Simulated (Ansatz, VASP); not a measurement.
LiHf3Si: VASP beside Ansatz

```
Li Hf Si
1.0
     4.90076    0.00000    0.00000
     0.00000    4.90076    0.00000
     0.00000    0.00000    5.08270
Li Hf Si
1 3 1
Direct
  0.00000 0.00000 0.00239
  0.50000 0.50000 0.93621
  0.00000 0.50000 0.54364
  0.50000 0.00000 0.54364
  0.50000 0.50000 0.43412
```

Alike in both runs: task relaxation of cell and atoms; functional PBE; k mesh 8 × 8 × 8; occupations gaussian, width 0.1 eV; no spin polarisation.

|  | VASP | Ansatz |
| --- | --- | --- |
| version | VASP 6.6.1 | Ansatz 0.2.0 |
| potentials or method | VASP PAW PBE potentials, release 64 (Li_sv, Hf_pv, Si), cutoff 600 eV | scalar-relativistic, plane waves, PAW |
| valence electrons in the cell | 37 | 85 |

```tsv
	VASP	Ansatz	Ansatz less VASP
gap on the k mesh at the Fermi level, each at its own relaxed structure (eV)	none	none	-
relaxed volume (Å³/atom)	24.43	24.47	+0.043
relaxed length of the cell vector where the two differ most in proportion (Å)	4.891	4.896	+0.0047
```

A gap of «none» marks a metal or a gap that the smearing closes. VASP's potentials hold 37 valence electrons a cell and Ansatz's 85, so a difference there can come from the potentials and not from the codes.

Neither program's run includes spin-orbit coupling. Noted on VASP's run: the cutoff is under 1.25 times that of the potentials, so the pressure is a little rough.
